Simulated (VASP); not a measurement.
# SrTiO3 (I4/mcm) in VASP: single point with r2SCAN

Aim: the single point of SrTiO3 with r2SCAN.

Everything below comes from runs of VASP 6.6.1. Logs are shortened: lines on timing, memory, paths and dates and some standing lists are left out, and cuts for length are marked.

### 1 The cell of the first run

The structure is tetragonal, space group I4/mcm (No. 140). Conventional cell: a = 5.511 Å, b = 5.511 Å, c = 7.796 Å, α = 90.00°, β = 90.00°, γ = 90.00°. Within 3.6 Å of Sr (site symmetry -42m) lie 12 O at 2.73 to 2.78 Å and 8 Ti at 3.38 Å. Within 2.6 Å of Ti (site symmetry 4/m) lie 6 O at 1.95 Å. O (site symmetry 422) has 2 Ti at 1.95 Å within 2.6 Å. O (site symmetry m2m) has 2 Ti at 1.95 Å within 2.6 Å.

### 2 Single point, r2SCAN

Contents of POSCAR:

```
SrTiO3
1.0
   -2.7555000000      2.7555000000      3.8980000000
    2.7555000000     -2.7555000000      3.8980000000
    2.7555000000      2.7555000000     -3.8980000000
Sr Ti O
2 2 6
Direct
    0.7500000000      0.2500000000      0.5000000000
    0.2500000000      0.7500000000      0.5000000000
    0.0000000000      0.0000000000      0.0000000000
    0.5000000000      0.5000000000      0.0000000000
    0.2500000000      0.2500000000      0.0000000000
    0.7500000000      0.7500000000      0.0000000000
    0.7451000000      0.2451000000      0.9902000000
    0.2451000000      0.2549000000      0.5000000000
    0.2549000000      0.7549000000      0.0098000000
    0.7549000000      0.7451000000      0.5000000000
```

Contents of INCAR.step1:

```
SYSTEM = SrTiO3
ALGO = Normal ; EDIFF = 1E-5
ENCUT = 660 ; GGA = PE
GGA_COMPAT = .False. ; ISMEAR = 0
LASPH = .True. ; LCHARG = .False.
LREAL = .False. ; LWAVE = .True.
NBANDS = 51 ; NELM = 120
PREC = Accurate ; SIGMA = 0.1
```

Contents of INCAR.step2:

```
SYSTEM = SrTiO3
ALGO = Normal ; EDIFF = 1E-6
ENCUT = 660 ; GGA_COMPAT = .False.
ISIF = 2 ; ISMEAR = 0
ISTART = 1 ; LASPH = .True.
LCHARG = .True. ; LELF = .True.
LMIXTAU = .True. ; LREAL = .False.
LVHAR = .True. ; LWAVE = .False.
METAGGA = R2SCAN ; NBANDS = 51
NELM = 120 ; PREC = Accurate
SIGMA = 0.1
```

Contents of KPOINTS:

```
k-points
0
Gamma
  6 6 6
  0 0 0
```

Potentials or basis: VASP PAW PBE potentials, release 64 (Sr_sv, Ti_sv, O).

Run with:

```console
$ cat potpaw_PBE.64/Sr_sv/POTCAR potpaw_PBE.64/Ti_sv/POTCAR potpaw_PBE.64/O/POTCAR > POTCAR
$ cp INCAR.step1 INCAR
$ mpirun -np 1 vasp_std > vasp.out
$ cp INCAR.step2 INCAR
$ mpirun -np 1 vasp_std > vasp.out
```

OUTCAR:

```text
SYSTEM = SrTiO3
   EDIFF = 1E-6
   ENCUT = 660
   ISIF = 2
   ISMEAR = 0
   ISTART = 1
   LASPH = .True.
   LREAL = .False.
   METAGGA = R2SCAN
   NELM = 120
   PREC = Accurate

 ion  position               nearest neighbor table
   1  0.750  0.250  0.500-   8 2.73   9 2.73  10 2.73   7 2.73   5 2.76   6 2.76   6 2.76   5 2.76
                             7 2.78   9 2.78   8 2.78  10 2.78   4 3.38   3 3.38   4 3.38   4 3.38
   2  0.250  0.750  0.500-   7 2.73   8 2.73  10 2.73   9 2.73   5 2.76   6 2.76   5 2.76   6 2.76
                             9 2.78   8 2.78  10 2.78   7 2.78   4 3.38   3 3.38   4 3.38   3 3.38
   3  0.000  0.000  0.000-   7 1.95   8 1.95   9 1.95  10 1.95   5 1.95   6 1.95   1 3.38   2 3.38
                             1 3.38   1 3.38   2 3.38   2 3.38   1 3.38   2 3.38
   4  0.500  0.500  0.000-   7 1.95   9 1.95  10 1.95   8 1.95   5 1.95   6 1.95   1 3.38   2 3.38
                             2 3.38   1 3.38   2 3.38   1 3.38   2 3.38   1 3.38
   5  0.250  0.250  0.000-   3 1.95   4 1.95   1 2.76   2 2.76   2 2.76   1 2.76
   6  0.750  0.750  0.000-   3 1.95   4 1.95   1 2.76   2 2.76   1 2.76   2 2.76
   7  0.745  0.245  0.990-   3 1.95   4 1.95   2 2.73   1 2.73   1 2.78   2 2.78
   8  0.245  0.255  0.500-   4 1.95   3 1.95   1 2.73   2 2.73   1 2.78   2 2.78
   9  0.255  0.755  0.010-   3 1.95   4 1.95   1 2.73   2 2.73   2 2.78   1 2.78
  10  0.755  0.745  0.500-   3 1.95   4 1.95   1 2.73   2 2.73   1 2.78   2 2.78

  LATTYP: Found a body centered tetragonal cell.
 ALAT       =     5.5110000000
 C/A-ratio  =     1.4146252949

  Lattice vectors:

 A1 = (  -2.7555000000,   2.7555000000,   3.8980000000)
 A2 = (   2.7555000000,  -2.7555000000,   3.8980000000)
 A3 = (   2.7555000000,   2.7555000000,  -3.8980000000)

Analysis of symmetry for initial positions (statically):
=====================================================================
 Subroutine PRICEL returns:
 Original cell was already a primitive cell.

 Routine SETGRP: Setting up the symmetry group for a
 body centered tetragonal supercell.

 Subroutine GETGRP returns: Found 16 space group operations
 (whereof  8 operations were pure point group operations)
 out of a pool of 16 trial point group operations.

The static configuration has the point symmetry C_4h.
 The point group associated with its full space group is D_4h.

Analysis of symmetry for dynamics (positions and initial velocities):
=====================================================================
 Subroutine PRICEL returns:
 Original cell was already a primitive cell.

 Routine SETGRP: Setting up the symmetry group for a
 body centered tetragonal supercell.

 Subroutine GETGRP returns: Found 16 space group operations
 (whereof  8 operations were pure point group operations)
 out of a pool of 16 trial point group operations.

The dynamic configuration has the point symmetry C_4h.
 The point group associated with its full space group is D_4h.

 Subroutine INISYM returns: Found 16 space group operations
 (whereof  8 operations are pure point group operations),
 and found     1 'primitive' translations

----------------------------------------------------------------------------------------

                                     Primitive cell

  volume of cell :     118.3866

  direct lattice vectors                    reciprocal lattice vectors
    -2.755500000  2.755500000  3.898000000     0.000000000  0.181455271  0.128270908
     2.755500000 -2.755500000  3.898000000     0.181455271  0.000000000  0.128270908
     2.755500000  2.755500000 -3.898000000     0.181455271  0.181455271  0.000000000

  length of vectors
     5.511802291  5.511802291  5.511802291     0.222214854  0.222214854  0.256616506

  position of ions in fractional coordinates (direct lattice)
     0.750000000  0.250000000  0.500000000
     0.250000000  0.750000000  0.500000000
     0.000000000  0.000000000  0.000000000
     0.500000000  0.500000000  0.000000000
     0.250000000  0.250000000  0.000000000
     0.750000000  0.750000000  0.000000000
     0.745100000  0.245100000  0.990200000
     0.245100000  0.254900000  0.500000000
     0.254900000  0.754900000  0.009800000
     0.754900000  0.745100000  0.500000000

  ion indices of the primitive-cell ions
   primitive index   ion index
                 1           1
                 2           2
                 3           3
                 4           4
                 5           5
                 6           6
                 7           7
                 8           8
                 9           9
                10          10

----------------------------------------------------------------------------------------

 KPOINTS: k-points

Automatic generation of k-mesh.
 Grid dimensions read from file:
 generate k-points for:    6    6    6

 Generating k-lattice:

  Cartesian coordinates                     Fractional coordinates (reciprocal lattice)
     0.000000000  0.030242545  0.021378485     0.166666667  0.000000000  0.000000000
     0.030242545  0.000000000  0.021378485     0.000000000  0.166666667  0.000000000
     0.030242545  0.030242545  0.000000000     0.000000000  0.000000000  0.166666667

  Length of vectors
     0.037035809  0.037035809  0.042769418

  Shift w.r.t. Gamma in fractional coordinates (k-lattice)
     0.000000000  0.000000000  0.000000000

 Subroutine IBZKPT returns following result:
 ===========================================

 Found     30 irreducible k-points:

 Following reciprocal coordinates:
            Coordinates               Weight
  0.000000  0.000000  0.000000      1.000000
  0.166667  0.000000 -0.000000      8.000000
  0.333333  0.000000 -0.000000      8.000000
  0.500000 -0.000000  0.000000      4.000000
  0.166667  0.166667  0.000000      8.000000
  0.333333  0.166667 -0.000000     16.000000
[... 16 lines left out ...]
 -0.333333 -0.333333  0.166667      8.000000
 -0.166667 -0.333333  0.166667      8.000000
 [... further k-points ...]
   k-points           NKPTS =     30   k-points in BZ     NKDIM =     30   number of bands    NBANDS=     51
   number of dos      NEDOS =    301   number of ions     NIONS =     10
   total plane-waves  NPLWV = 110592
   dimension x,y,z NGX =    48 NGY =   48 NGZ =   48
   dimension x,y,z NGXF=    96 NGYF=   96 NGZF=   96
   ions per type =               2   2   6
   NGX,Y,Z   is equivalent  to a cutoff of  14.48, 14.48, 14.48 a.u.
   NGXF,Y,Z  is equivalent  to a cutoff of  28.96, 28.96, 28.96 a.u.
 SYSTEM =  SrTiO3
   PREC   = accura    normal or accurate (medium, high low for compatibility)
   ISTART =      1    job   : 0-new  1-cont  2-samecut
   ICHARG =      0    charge: 1-file 2-atom 10-const
   ISPIN  =      1    spin polarized calculation?
   LNONCOLLINEAR =      F non collinear calculations
   LSORBIT =      F    spin-orbit coupling
   LASPH  =      T    aspherical Exc in radial PAW
   ENCUT  =  660.0 eV  48.51 Ry    6.96 a.u.  11.55 11.55 11.55*2*pi/ulx,y,z
   NELM   =    120;   NELMIN=  2; NELMDL=  0     # of ELM steps
   EDIFF  = 0.1E-05   stopping-criterion for ELM
   LREAL  =      F    real-space projection
   EDIFFG = 0.1E-04   stopping-criterion for IOM
   NSW    =      0    number of steps for IOM
   IBRION =     -1    ionic relax: 0-MD 1-quasi-New 2-CG
   NFREE  =      0    steps in history (QN), initial steepest desc. (CG)
   ISIF   =      2    stress and relaxation
   ISYM   =      2    0-nonsym 1-usesym 2-fastsym
   POTIM  = 0.5000    time-step for ionic-motion
   TEBEG  =    0.0;   TEEND  =   0.0 temperature during run
   PSTRESS=    0.0 pullay stress
   NELECT =      80.0000    total number of electrons
   NUPDOWN=      -1.0000    fix difference up-down
   EMIN   =  10.00;   EMAX   =-10.00  energy-range for DOS
   EFERMI =   0.00;   METHOD = LEGACY
   ISMEAR =     0;   SIGMA  =   0.10  broadening in eV -4-tet -1-fermi 0-gaus
   EFERMI_NEDOS =   21; number of points for ismear=-14 and -15
   IALGO  =     38    algorithm
   IMIX   =      4    mixing-type and parameters
     AMIX     =   0.40;   BMIX     =  1.00
     AMIX_MAG =   1.60;   BMIX_MAG =  1.00
  volume/ion in A,a.u.               =      11.84        79.89
  Fermi-wavevector in a.u.,A,eV,Ry     =   1.436605  2.714789 28.080152  2.063833
  Thomas-Fermi vector in A             =   2.555774
   LORBIT       =      0    0 simple, 1 ext, 2 COOP (PROOUT), +10 PAW based schemes
   METAGGA = R2SCAN    functional components
   LHFCALC =     F    Hartree Fock is set to
   AEXX    =    0.0000 exact exchange contribution
   IVDW    =     0    specifies the selected vdW correction
   LEPSILON=     F    determine dielectric tensor
   LRPA    =     F    only Hartree local field effects (RPA)
 non-spin polarized calculation
 Gauss-broadening in eV      SIGMA  =   0.10
  energy-cutoff  :      660.00
  volume of cell :      118.39
 maximum number of plane-waves:      4576
 NGX is ok and might be reduce to    48
   NGX = 23   NGY = 23   NGZ = 23

 number of electron      79.9999996 magnetization

 Free energy of the ion-electron system (eV)
  ---------------------------------------------------
  ext. energy  EPLUGINS =         0.00000000
  ---------------------------------------------------
  free energy    TOTEN  =      -126.68036526 eV

  energy without entropy =     -126.68036526  energy(sigma->0) =     -126.68036526

 E-fermi :   4.4870     XC(G=0): -11.9668

 val. band max:        3.8895141897   @ k =   0.0000   0.0000   0.0000
 cond. band min:       6.1850870955   @ k =   0.0000   0.0000   0.0000
 fundamental gap:      2.2955729058
 Fermi energy:         4.4870080294

 k-point     1 :       0.0000    0.0000    0.0000
  band No.  band energies     occupation
      1     -54.7514      2.00000
      2     -54.7462      2.00000
      3     -30.0287      2.00000
      4     -30.0287      2.00000
      5     -30.0286      2.00000
      6     -29.9529      2.00000
[... 43 lines left out ...]
     50       9.8949      0.00000
     51      11.0348      0.00000
[... 1240 lines left out ...]
     50      11.0605      0.00000
     51      11.1836      0.00000

 [... further k-points ...]

------------------------ aborting loop because EDIFF is reached ----------------------------------------

  FORCE on cell =-STRESS in cart. coord.  units (eV):
  Direction    XX          YY          ZZ          XY          YZ          ZX
  --------------------------------------------------------------------------------------
  -------------------------------------------------------------------------------------
  Total        1.5864611      1.5864611      1.5806999      0.0000000     -0.0000000      0.0000000
  in kB       21.4702627     21.4702627     21.3922936      0.0000000     -0.0000000      0.0000000
  external PRESSURE =      21.4442730 kB  Pullay stress =       0.0000000 kB

 VOLUME and BASIS-vectors are now :
 -----------------------------------------------------------------------------
  energy-cutoff  :      660.00
  volume of cell :      118.39
      direct lattice vectors                 reciprocal lattice vectors
    -2.755500000  2.755500000  3.898000000     0.000000000  0.181455271  0.128270908
     2.755500000 -2.755500000  3.898000000     0.181455271  0.000000000  0.128270908
     2.755500000  2.755500000 -3.898000000     0.181455271  0.181455271  0.000000000

 POSITION                                       TOTAL-FORCE (eV/Angst)
 -----------------------------------------------------------------------------------
     -0.00000      2.75550      1.94900        -0.000000      0.000000     -0.000000
      2.75550     -0.00000      1.94900        -0.000000      0.000000     -0.000000
      0.00000      0.00000      0.00000        -0.000000      0.000000     -0.000000
      0.00000      0.00000      3.89800        -0.000000      0.000000     -0.000000
      0.00000      0.00000      1.94900        -0.000000      0.000000     -0.000000
      0.00000      0.00000      5.84700        -0.000000      0.000000     -0.000000
      1.35075      4.10625      0.00000        -0.005550     -0.005550     -0.000000
      1.40475      1.35075      0.00000         0.005550     -0.005550      0.000000
      1.40475     -1.35075      3.89800         0.005550      0.005550      0.000000
      1.35075      1.40475      3.89800        -0.005550      0.005550     -0.000000
 -----------------------------------------------------------------------------------
    total drift:                               -0.000000      0.000000      0.000000

  FREE ENERGIE OF THE ION-ELECTRON SYSTEM (eV)
  ---------------------------------------------------
  free  energy   TOTEN  =      -126.6803652636 eV

  energy  without entropy=     -126.6803652636  energy(sigma->0) =     -126.68036526
```

It took 24 min on 1 thread of AMD EPYC 9R45 (Zen 5), shared host; peak memory 0.46 GiB.

Results:

```
Free energy            : -126.6804 eV
Pressure               : 2.1 GPa
Largest force          : 0.008 eV/Å
Band gap on the k mesh : 2.30 eV
```

Forces on the atoms (eV/Å):
```
Sr   0.000  0.000  0.000
Sr   0.000  0.000  0.000
Ti   0.000  0.000  0.000
Ti   0.000  0.000  0.000
O    0.000  0.000  0.000
O    0.000  0.000  0.000
O   -0.006 -0.006  0.000
O    0.006 -0.006  0.000
O    0.006  0.006  0.000
O   -0.006  0.006  0.000
```

Caveat: the PAW data sets were made with another functional, which shifts forces and pressure a little. A k mesh can miss the band edges.
